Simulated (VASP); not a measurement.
## InGa3P4: single point with PBE

InGa3P4:

```
CELL_PARAMETERS angstrom
-2.81022 2.81022 5.61011
2.81022 -2.81022 5.61011
2.81022 2.81022 -5.61011
ATOMIC_POSITIONS crystal
In 0.50000 0.50000 0.00000
Ga 0.75000 0.25000 0.50000
Ga 0.00000 0.00000 0.00000
Ga 0.25000 0.75000 0.50000
P 0.10673 0.63296 0.00000
P 0.36704 0.36704 0.47377
P 0.63296 0.10673 0.00000
P 0.89327 0.89327 0.52623
```

```json
{"Program": "VASP 6.6.1", "Task": "single point", "Functional": "PBE", "Potentials or basis": "VASP PAW PBE potentials, release 64 (In_d, Ga_d, P)", "Cutoff": "520 eV", "k mesh": "4 × 4 × 4", "Occupations": "gaussian, width 0.1 eV", "Spin": "no spin polarisation", "Dipole correction": "no", "Further INCAR settings": "ALGO = Normal; EDIFF = 1e-06; NBANDS = 46"}
```

| Property | Result |
| --- | --- |
| Pressure | 0.0 GPa |
| Largest force | 0.011 eV/Å |
| Band gap on the k mesh | 1.15 eV |

Forces in eV/Å, atoms in the order of the input:
```
In   0.000  0.000  0.000
Ga   0.000  0.000  0.000
Ga   0.000  0.000  0.000
Ga   0.000  0.000  0.000
P   -0.005  0.005  0.009
P    0.005  0.005 -0.009
P    0.005 -0.005  0.009
P   -0.005 -0.005 -0.009
```

Levels at points of the mesh, in eV from the valence-band top:
```
           k point  band 34  band 35  band 36  band 37  band 38  band 39
(0.00, 0.00, 0.00)    -0.05     0.00     0.00     1.15     1.74     1.95
(0.50, 0.00, 0.00)    -1.83    -1.17    -1.11     3.01     3.36     3.37
(0.50, 0.50, 0.00)    -1.04    -0.84    -0.83     1.35     1.64     2.74
(0.50, 0.50, 0.50)    -1.75    -1.30    -1.30     1.77     1.77     1.84
```

It took 5.3 min on 1 thread of Intel Xeon 8259CL, on a shared host, peak memory 0.44 GiB.

Caveat: spin-orbit coupling is left out, which moves the levels of the heavy elements. A k mesh can miss the band edges.
